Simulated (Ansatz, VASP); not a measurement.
# SnO in VASP and in Ansatz

```
Sn O
1.0
     3.86817    0.00000    0.00000
     0.00000    3.86817    0.00000
     0.00000    0.00000    5.06728
Sn O
2 2
Direct
  0.00000 0.50000 0.22874
  0.50000 0.00000 0.77126
  0.94830 0.00000 0.00000
  0.50000 0.50000 0.00000
```

Alike in both runs: task single point; functional PBE; k mesh 10 × 10 × 8; occupations gaussian, width 0.05 eV; no spin polarisation.

|  | VASP | Ansatz |
| --- | --- | --- |
| version | VASP 6.6.1 | Ansatz 0.2.0 |
| potentials or method | VASP PAW PBE potentials, release 64 (Sn_d, O), cutoff 520 eV | scalar-relativistic, plane waves, PAW |
| valence electrons in the cell | 40 | 40 |

```csv
,VASP,Ansatz,Ansatz less VASP
gap on the k mesh at the Fermi level (eV),0.50,0.49,-0.008
least direct gap on the mesh (eV),1.85,1.88,+0.029
pressure (GPa),1.3,1.1,-0.20
"traceless stress, the component that is largest in VASP (GPa)",1.46,1.38,-0.085
rms of the force components (eV/Å),0.557,0.545,-0.0116
```

Atom by atom the forces differ by 0.034 eV/Å (rms over components). The functional is the same, so the differences come from potentials, cutoffs and numerics.
